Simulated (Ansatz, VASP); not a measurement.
**Two plane-wave programs on NaI**

INCAR

```
SYSTEM = NaI
ALGO     = Normal         ! electronic algorithm
EDIFF    = 1E-6           ! SCF threshold, eV
ENCUT    = 520            ! plane-wave cutoff, eV
GGA      = PE             ! functional
ISIF     = 2              ! what is computed and relaxed
ISMEAR   = 0              ! smearing method
LASPH    = .True.         ! aspherical terms in the spheres
LCHARG   = .True.         ! write CHGCAR
LELF     = .True.         ! ELF
LREAL    = .False.        ! projectors in reciprocal space
LVHAR    = .True.       
LWAVE    = .False.        ! write WAVECAR
NBANDS   = 14             ! bands
NELM     = 100            ! most SCF steps
PREC     = Accurate       ! precision mode
SIGMA    = 0.05           ! smearing width, eV
```

File KPOINTS:

```
k-points
0
Gamma
  10 10 10
  0 0 0
```

Contents of POSCAR:

```
NaI
1.0
    0.0000000000      3.2645370669      3.2645370669
    3.2645370669      0.0000000000      3.2645370669
    3.2645370669      3.2645370669      0.0000000000
Na I
1 1
Direct
    0.0000000000      0.0000000000      0.0000000000
    0.5000000000      0.5000000000      0.5000000000
```

Input for Ansatz:

```yaml
crystal:
  lattice:
    - [0.0, 3.2645370669, 3.2645370669]
    - [3.2645370669, 0.0, 3.2645370669]
    - [3.2645370669, 3.2645370669, 0.0]
  atoms:
    - { symbol: Na, position: [0.0, 0.0, 0.0] }
    - { symbol: I, position: [0.5, 0.5, 0.5] }
basis:
  ecutwfc: 420
  ecutrho_ratio: 8
kpoints:
  mp_grid: { grid: [10, 10, 10] }
hamiltonian:
  xc: pbe
scf:
  occupations: { method: gaussian, width: 0.05 }
  lower_state_search: "off"
output:
  forces: true
  stress: true
```

Alike in both runs: task single point; functional PBE; k mesh 10 × 10 × 10; occupations gaussian, width 0.05 eV; no spin polarisation.

|  | VASP | Ansatz |
| --- | --- | --- |
| version | VASP 6.6.1 | Ansatz 0.2.0 |
| potentials or method | VASP PAW PBE potentials, release 64 (Na_pv, I), cutoff 520 eV | scalar-relativistic, plane waves, PAW |
| valence electrons in the cell | 14 | 26 |

|  | VASP | Ansatz | Ansatz less VASP |
| --- | --- | --- | --- |
| pressure (GPa) | 0.0 | 0.0 | -0.02 |

VASP's potentials hold 14 valence electrons a cell and Ansatz's 26, so a difference there can come from the potentials and not from the codes.

Neither program's run includes spin-orbit coupling.
